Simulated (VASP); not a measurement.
SnSe: single point with r2SCAN

SnSe:

```xyz
2
Lattice="0.0000 2.9486 2.9486 2.9486 0.0000 2.9486 2.9486 2.9486 0.0000" Properties=species:S:1:pos:R:3 pbc="T T T"
Sn    0.0000    0.0000    0.0000
Se    2.9486    2.9486    2.9486
```

```
Program                : VASP 6.6.1
Task                   : single point
Functional             : r2SCAN
Potentials or basis    : VASP PAW PBE potentials, release 64 (Sn_d, Se)
Cutoff                 : 520 eV
k mesh                 : 8 × 8 × 8
Occupations            : fermi-dirac, width 0.05 eV
Spin                   : no spin polarisation
Dipole correction      : no
Further INCAR settings : ALGO = Normal; EDIFF = 1e-06; NBANDS = 17
```

```
Pressure               : 3.6 GPa
Band gap on the k mesh : 0.72 eV, indirect (least direct gap 0.76 eV)
```

Levels at points of the mesh, in eV from the valence-band top:
| k point | band 7 | band 8 | band 9 | band 10 | band 11 | band 12 | band 13 | band 14 |
| --- | --- | --- | --- | --- | --- | --- | --- | --- |
| (0.00, 0.00, 0.00) | -4.99 | -2.80 | -2.80 | -2.80 | 4.64 | 4.64 | 4.64 | 5.99 |
| (0.50, 0.00, 0.00) | -8.89 | -2.51 | -2.51 | 0.00 | 0.76 | 1.12 | 1.12 | 8.79 |
| (0.50, 0.50, 0.00) | -6.37 | -6.33 | -4.39 | -4.39 | 2.93 | 5.87 | 5.87 | 6.62 |

It took 67 s on 1 thread of Intel(R) Xeon(R) Platinum 8259CL CPU @ 2.50GHz (Skylake/Cascade Lake), on a shared host, peak memory 0.19 GiB.

Caveat: the PAW data sets were made with another functional, which shifts forces and pressure a little; spin-orbit coupling is left out, which moves the levels of the heavy elements. A k mesh can miss the band edges.
